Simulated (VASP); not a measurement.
Wanted: the native input for a VASP 6.6.1 run.

| Quantity | Value |
| --- | --- |
| Task | density of states |
| Functional | PBE |
| Potentials or basis | VASP PAW PBE potentials, release 64 (Pt, Se) |
| Cutoff | 520 eV |
| k mesh | 13 × 13 × 8 |
| Occupations | fermi-dirac, width 0.05 eV |
| Spin | no spin polarisation |
| Dipole correction | no |
| k mesh for the DOS | 20 × 20 × 12 |
| Occupations for the DOS | tetrahedron |
| Further INCAR settings | ALGO = Normal; EDIFF = 1e-06 |

The system is PtSe2.

```
Pt Se
1.0
     3.72400    0.00000    0.00000
    -1.86200    3.22508    0.00000
     0.00000    0.00000    5.06200
Pt Se
1 2
Direct
  0.00000 0.00000 0.00000
  0.33333 0.66667 0.25000
  0.66667 0.33333 0.75000
```

These files were run (other wordings do the same):

POSCAR

```
PtSe2
1.0
    3.7240006046      0.0000000000      0.0000000000
   -1.8620003023      3.2250791273      0.0000000000
    0.0000000000      0.0000000000      5.0620000000
Pt Se
1 2
Direct
    0.0000000000      0.0000000000      0.0000000000
    0.3333333333      0.6666666667      0.2500000000
    0.6666666667      0.3333333333      0.7500000000
```

INCAR.step1

```
SYSTEM = PtSe2
PREC = Accurate ; ENCUT = 520
EDIFF = 1E-6 ; ISMEAR = -1
SIGMA = 0.05 ; LREAL = .FALSE.
LASPH = .TRUE. ; NELM = 100
ALGO = Normal ; ISIF = 2
LWAVE = .FALSE. ; LCHARG = .TRUE.
LMAXMIX = 4 ; GGA = PE
NBANDS = 18
```

KPOINTS.step1

```
regular mesh
0
G
  13 13 8
  0 0 0
```

INCAR.step2

```
SYSTEM = PtSe2
PREC = Accurate ; ENCUT = 520
EDIFF = 1E-6 ; ISMEAR = -5
SIGMA = 0.05 ; LREAL = .FALSE.
LASPH = .TRUE. ; NELM = 100
ALGO = Normal ; ISIF = 2
LWAVE = .FALSE. ; LCHARG = .FALSE.
LMAXMIX = 4 ; GGA = PE
LORBIT = 10 ; NEDOS = 2001
ICHARG = 11
```

KPOINTS.step2

```
regular mesh
0
G
  20 20 12
  0 0 0
```

Potentials or basis: VASP PAW PBE potentials, release 64 (Pt, Se).

Run with:

```bash
$ cat potpaw_PBE.64/Pt/POTCAR potpaw_PBE.64/Se/POTCAR > POTCAR
$ cp INCAR.step1 INCAR
$ cp KPOINTS.step1 KPOINTS
$ mpirun -np 1 vasp_std > vasp.out
$ cp INCAR.step2 INCAR
$ cp KPOINTS.step2 KPOINTS
$ mpirun -np 1 vasp_std > vasp.out
```

Results of the run:

```json
{
 "Valence electrons inside the program's atomic spheres": "Pt 9.46; Se 3.80"
}
```

Caveat: spin-orbit coupling is left out, which moves the levels of the heavy elements.

Run time: 5.9 min on 1 thread of AMD EPYC 7R43 64-Core Processor (Zen 3) (shared host), peak memory 0.5 GiB.
